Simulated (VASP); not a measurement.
# ZrS2 (P-3m1) in VASP: notebook

Runs on ZrS2. Level: PBE+D3(BJ). Tasks: single point.

All numbers are computed with VASP 6.6.1; they aren't measurements. Logs are shortened: lines on timing, memory, paths and dates and some standing lists are left out, and cuts for length are marked.

## Step 1: The cell of the first run

It takes space group P-3m1 (No. 164, trigonal). Conventional cell: a = 3.418 Å, b = 3.418 Å, c = 5.191 Å, α = 90.00°, β = 90.00°, γ = 120.00°. Zr (site symmetry -3m) has 6 S at 2.48 Å and 6 Zr at 3.42 Å within 3.5 Å. Within 3.7 Å of S (site symmetry 3m) lie 3 Zr at 2.48 Å and 12 S at 2.94 to 3.60 Å.

## Step 2: Single point, PBE+D3(BJ)

The input, INCAR:

```
  PREC = Accurate
  ENCUT = 500
  EDIFF = 1E-6
  ISMEAR = -1
  SIGMA = 0.15
  LREAL = False
  LASPH = True
  NELM = 120
  ALGO = Normal
  ISIF = 2
  LWAVE = False
  LCHARG = True
  GGA = PE
  IVDW = 12
  LELF = True
  LVHAR = True
  NBANDS = 19
  GGA_COMPAT = False
```

The input, KPOINTS:

```
Automatic mesh
0
Gamma
  12 12 8
```

The input, POSCAR:

```
ZrS2
1.0
    3.4175725807      0.0000000000      0.0000000000
   -1.7087862903      2.9597046742      0.0000000000
    0.0000000000      0.0000000000      5.1909609527
Zr S
1 2
Direct
    0.0000000000      0.0000000000      0.0000000000
    0.3333333333      0.6666666667      0.2905922235
    0.6666666667      0.3333333333      0.7094077765
```

Potentials or basis: VASP PAW PBE potentials, release 64 (Zr_sv, S).

Run with:

```console
cat potpaw_PBE.64/Zr_sv/POTCAR potpaw_PBE.64/S/POTCAR > POTCAR
mpirun -np 1 vasp_std > vasp.out
```

OUTCAR:

```text
PREC = Accurate
   ENCUT = 500
   EDIFF = 1E-6
   ISMEAR = -1
   LREAL = False
   LASPH = True
   NELM = 120
   ISIF = 2
   GGA = PE
   IVDW = 12
 IVDW          = 12

 ion  position               nearest neighbor table
   1  0.000  0.000  0.000-   2 2.48   3 2.48   3 2.48   2 2.48   3 2.48   2 2.48
   2  0.333  0.667  0.291-   1 2.48   1 2.48   1 2.48
   3  0.667  0.333  0.709-   1 2.48   1 2.48   1 2.48

  LATTYP: Found a hexagonal cell.
 ALAT       =     3.4175725807
 C/A-ratio  =     1.5189029143

  Lattice vectors:

 A1 = (   3.4175725807,   0.0000000000,   0.0000000000)
 A2 = (  -1.7087862903,   2.9597046742,   0.0000000000)
 A3 = (   0.0000000000,   0.0000000000,   5.1909609527)

Analysis of symmetry for initial positions (statically):
=====================================================================
 Subroutine PRICEL returns:
 Original cell was already a primitive cell.

 Routine SETGRP: Setting up the symmetry group for a
 hexagonal supercell.

 Subroutine GETGRP returns: Found 12 space group operations
 (whereof 12 operations were pure point group operations)
 out of a pool of 24 trial point group operations.

The static configuration has the point symmetry D_3d.

Analysis of symmetry for dynamics (positions and initial velocities):
=====================================================================
 Subroutine PRICEL returns:
 Original cell was already a primitive cell.

 Routine SETGRP: Setting up the symmetry group for a
 hexagonal supercell.

 Subroutine GETGRP returns: Found 12 space group operations
 (whereof 12 operations were pure point group operations)
 out of a pool of 24 trial point group operations.

The dynamic configuration has the point symmetry D_3d.

 Subroutine INISYM returns: Found 12 space group operations
 (whereof 12 operations are pure point group operations),
 and found     1 'primitive' translations

----------------------------------------------------------------------------------------

                                     Primitive cell

  volume of cell :      52.5066

  direct lattice vectors                    reciprocal lattice vectors
[... 76 lines left out ...]
   ions per type =               1   2
   NGX,Y,Z   is equivalent  to a cutoff of  13.62, 13.62, 12.81 a.u.
   NGXF,Y,Z  is equivalent  to a cutoff of  27.24, 27.24, 25.62 a.u.
 SYSTEM =  unknown system
   PREC   = accura    normal or accurate (medium, high low for compatibility)
   ISTART =      0    job   : 0-new  1-cont  2-samecut
   ICHARG =      2    charge: 1-file 2-atom 10-const
   ISPIN  =      1    spin polarized calculation?
   LNONCOLLINEAR =      F non collinear calculations
   LSORBIT =      F    spin-orbit coupling
   LASPH  =      T    aspherical Exc in radial PAW
   ENCUT  =  500.0 eV  36.75 Ry    6.06 a.u.   6.23  6.23  9.46*2*pi/ulx,y,z
   NELM   =    120;   NELMIN=  2; NELMDL= -5     # of ELM steps
   EDIFF  = 0.1E-05   stopping-criterion for ELM
   LREAL  =      F    real-space projection
[... 7 lines left out ...]
   TEBEG  =    0.0;   TEEND  =   0.0 temperature during run
   PSTRESS=    0.0 pullay stress
   NELECT =      24.0000    total number of electrons
   NUPDOWN=      -1.0000    fix difference up-down
   EMIN   =  10.00;   EMAX   =-10.00  energy-range for DOS
   EFERMI =   0.00;   METHOD = LEGACY
   ISMEAR =    -1;   SIGMA  =   0.15  broadening in eV -4-tet -1-fermi 0-gaus
   EFERMI_NEDOS =   21; number of points for ismear=-14 and -15
   IALGO  =     38    algorithm
   IMIX   =      4    mixing-type and parameters
     AMIX     =   0.40;   BMIX     =  1.00
     AMIX_MAG =   1.60;   BMIX_MAG =  1.00
  volume/ion in A,a.u.               =      17.50       118.11
  Fermi-wavevector in a.u.,A,eV,Ry     =   1.261074  2.383085 21.637453  1.590308
  Thomas-Fermi vector in A             =   2.394552
   LORBIT       =      0    0 simple, 1 ext, 2 COOP (PROOUT), +10 PAW based schemes
   GGA     = PE    functional components
   LHFCALC =     F    Hartree Fock is set to
   AEXX    =    0.0000 exact exchange contribution
   IVDW    =    12    specifies the selected vdW correction
   LEPSILON=     F    determine dielectric tensor
   LRPA    =     F    only Hartree local field effects (RPA)
 non-spin polarized calculation
  energy-cutoff  :      500.00
  volume of cell :       52.51
 maximum number of plane-waves:      1350
 NGX is ok and might be reduce to    28
   NGX = 13   NGY = 13   NGZ = 19

 number of electron      24.0000001 magnetization

 Free energy of the ion-electron system (eV)
  ---------------------------------------------------
  ext. energy  EPLUGINS =         0.00000000
  ---------------------------------------------------
  free energy    TOTEN  =       -20.57365757 eV

  energy without entropy =      -20.54497050  energy(sigma->0) =      -20.55931404

 E-fermi :   8.1769     XC(G=0): -11.0302

 val. band max:        8.1486375193   @ k =   0.5000  -0.0000   0.5000
 cond. band min:       8.2433480474   @ k =   0.0000   0.4167   0.3750
 fundamental gap:      0.0947105282
 Fermi energy:         8.1769111813

 k-point     1 :       0.0000    0.0000    0.0000
  band No.  band energies     occupation
      1     -40.5864      2.00000
      2     -18.8042      2.00000
      3     -18.4952      2.00000
      4     -18.4952      2.00000
      5      -6.2036      2.00000
      6      -3.3497      2.00000
[... 505 lines left out ...]
      6      -3.5789      2.00000
[... 11 lines left out ...]
     18      14.7991      0.00000
     19      16.7091      0.00000

 [... further k-points ...]

------------------------ aborting loop because EDIFF is reached ----------------------------------------

 Edisp (eV)   -1.38268

 E8    (eV) :    -0.5900

  FORCE on cell =-STRESS in cart. coord.  units (eV):
  Direction    XX          YY          ZZ          XY          YZ          ZX
  --------------------------------------------------------------------------------------
  -------------------------------------------------------------------------------------
  Total       5.23191     5.23191     5.24798     0.00000     0.00000     0.00000
  in kB     159.64571   159.64571   160.13610     0.00000     0.00000     0.00000
  external pressure =      159.81 kB  Pullay stress =        0.00 kB

 VOLUME and BASIS-vectors are now :
 -----------------------------------------------------------------------------
  energy-cutoff  :      500.00
  volume of cell :       52.51
      direct lattice vectors                 reciprocal lattice vectors
     3.417572581  0.000000000  0.000000000     0.292605344  0.168935774  0.000000000
    -1.708786290  2.959704674  0.000000000     0.000000000  0.337871548  0.000000000
     0.000000000  0.000000000  5.190960953     0.000000000  0.000000000  0.192642559

 POSITION                                       TOTAL-FORCE (eV/Angst)
 -----------------------------------------------------------------------------------
      0.00000      0.00000      0.00000        -0.000000      0.000000      0.000000
     -0.00000      1.97314      1.50845         0.000000      0.000000     -0.001170
      1.70879      0.98657      3.68251        -0.000000      0.000000      0.001170
 -----------------------------------------------------------------------------------
    total drift:                                0.000000      0.000000      0.000000

  FREE ENERGIE OF THE ION-ELECTRON SYSTEM (eV)
  ---------------------------------------------------
  free  energy   TOTEN  =       -21.9563376914 eV

  energy  without entropy=      -21.9276506239  energy(sigma->0) =      -21.94199416
```

OSZICAR:

```text
N       E                     dE             d eps       ncg     rms          rms(c)
DAV:   1     0.163202765167E+03    0.16320E+03   -0.12238E+04  4978   0.117E+03
DAV:   2    -0.127918367909E+02   -0.17599E+03   -0.17176E+03  6144   0.287E+02
DAV:   3    -0.218358634778E+02   -0.90440E+01   -0.89634E+01  8020   0.579E+01
DAV:   4    -0.220512821982E+02   -0.21542E+00   -0.21502E+00  6834   0.781E+00
DAV:   5    -0.220562916582E+02   -0.50095E-02   -0.50087E-02  7193   0.106E+00    0.210E+01
DAV:   6    -0.206445710298E+02    0.14117E+01   -0.48266E+00  5800   0.123E+01    0.101E+01
DAV:   7    -0.205662617255E+02    0.78309E-01   -0.66491E-01  5625   0.433E+00    0.436E+00
DAV:   8    -0.205756282808E+02   -0.93666E-02   -0.12236E-01  6237   0.202E+00    0.148E+00
DAV:   9    -0.205736068403E+02    0.20214E-02   -0.14701E-02  6230   0.842E-01    0.494E-01
DAV:  10    -0.205736638688E+02   -0.57029E-04   -0.17321E-03  5900   0.282E-01    0.124E-01
DAV:  11    -0.205736432667E+02    0.20602E-04   -0.14341E-04  6015   0.692E-02    0.435E-02
DAV:  12    -0.205736579200E+02   -0.14653E-04   -0.25383E-05  5924   0.441E-02    0.102E-02
DAV:  13    -0.205736575693E+02    0.35071E-06   -0.14507E-06  4043   0.103E-02
   1 F= -.21956338E+02 E0= -.21941994E+02  d E =-.286871E-01
```

Wall time 85 s (1 thread of AMD EPYC 7R13 (Zen 3), shared host); peak memory 0.24 GiB.

Results:

| Quantity | Value |
| --- | --- |
| Free energy | -21.9563 eV |
| Pressure | 16.0 GPa |
| Band gap on the k mesh | zero (bands 12 and 13 overlap by 0.55 eV) |
| Dispersion energy per atom | -0.461 eV |

Caveat: the cell stands under pressure.

## Step 3: Single point, PBE+D3(BJ)

This run uses another cell than the first one, of 21.81 Å³/atom.

The input, INCAR:

```
  ALGO = Normal
  EDIFF = 1E-6
  ENCUT = 500
  GGA = PE
  GGA_COMPAT = False
  ISIF = 2
  ISMEAR = 0
  IVDW = 12
  LASPH = True
  LCHARG = True
  LELF = True
  LREAL = False
  LVHAR = True
  LWAVE = False
  NBANDS = 19
  NELM = 120
  PREC = Accurate
  SIGMA = 0.01
```

The input, KPOINTS:

```
k-points
0
Gamma
  12 12 6
```

The input, POSCAR:

```
ZrS2
1.0
    3.6346067901      0.0000000000      0.0000000000
   -1.8173033950      3.1476618130      0.0000000000
    0.0000000000      0.0000000000      5.7202132893
Zr S
1 2
Direct
    0.0000000000      0.0000000000      0.0000000000
    0.3333333333      0.6666666667      0.2553325947
    0.6666666667      0.3333333333      0.7446674053
```

Potentials or basis: VASP PAW PBE potentials, release 64 (Zr_sv, S).

Run with:

```console
cat potpaw_PBE.64/Zr_sv/POTCAR potpaw_PBE.64/S/POTCAR > POTCAR
mpirun -np 1 vasp_std > vasp.out
```

Wall time 76 s (1 thread of AMD EPYC 7R13 (Zen 3), shared host); peak memory 0.23 GiB.

It converged, with:

- Free energy: -22.4573 eV
- Pressure: 0.0 GPa
- Largest force: 0.007 eV/Å
- Band gap on the k mesh: 0.66 eV (least direct gap 1.42 eV)
- Dispersion energy per atom: -0.363 eV

Forces on the atoms (eV/Å):
```
Zr   0.000  0.000  0.000
S    0.000  0.000  0.007
S    0.000  0.000 -0.007
```

Levels at points of the mesh, in eV from the valence-band top:
```csv
k point,band 9,band 10,band 11,band 12,band 13,band 14,band 15,band 16
"(0.00, 0.00, 0.00)",-2.97,-0.24,-0.24,0.00,1.42,1.42,2.12,4.64
"(0.50, 0.00, 0.00)",-2.75,-2.64,-2.17,-1.46,0.86,3.20,3.54,5.66
"(0.00, 0.00, 0.50)",-2.91,-2.14,-0.44,-0.44,1.37,1.37,2.52,5.17
"(0.50, 0.00, 0.50)",-2.87,-2.52,-1.07,-0.86,0.66,3.19,3.53,4.99
```

Caveat: semilocal functionals underestimate gaps, and a narrow one can read as zero.

The gap in the log of VASP goes by the Fermi energy; the results here count the filled bands.